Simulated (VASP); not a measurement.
Here is a VASP 6.6.1 calculation.

The input INCAR:

```
SYSTEM = GaN
PREC = Accurate
ENCUT = 520
EDIFF = 1E-8
ISMEAR = -1
SIGMA = 0.02
LREAL = .FALSE.
LASPH = .TRUE.
NELM = 80
ALGO = Normal
ISIF = 2
LWAVE = .FALSE.
LCHARG = .FALSE.
GGA = PS
LEFG = .TRUE.
NBANDS = 16
```

The input KPOINTS:

```
Automatic mesh
0
G
  13 13 13
  0 0 0
```

Contents of POSCAR:

```
GaN
1.0
    0.0000000000      2.0187201121      2.0187201121
    2.0187201121      0.0000000000      2.0187201121
    2.0187201121      2.0187201121      0.0000000000
Ga N
1 1
Direct
    0.5000000000      0.5000000000      0.5000000000
    0.0000000000      0.0000000000      0.0000000000
```

Potentials or basis: VASP PAW PBE potentials, release 64 (Ga_d, N).

Run with:

```bash
$ cat potpaw_PBE.64/Ga_d/POTCAR potpaw_PBE.64/N/POTCAR > POTCAR
$ mpirun -np 1 vasp_std > vasp.out
```

**Question.** What does it give for the pressure?

**Answer.** 42.2 GPa.

**Question.** Estimate the band gap on the k mesh.

**Answer.** 1.54 eV, indirect (least direct gap 4.63 eV).

Caveat: without QUAD_EFG the Cq values of the log hold for a quadrupole moment of 1 mb, not for the nuclei; the PAW data sets were made with another functional, which shifts forces and pressure a little. A k mesh can miss the band edges.
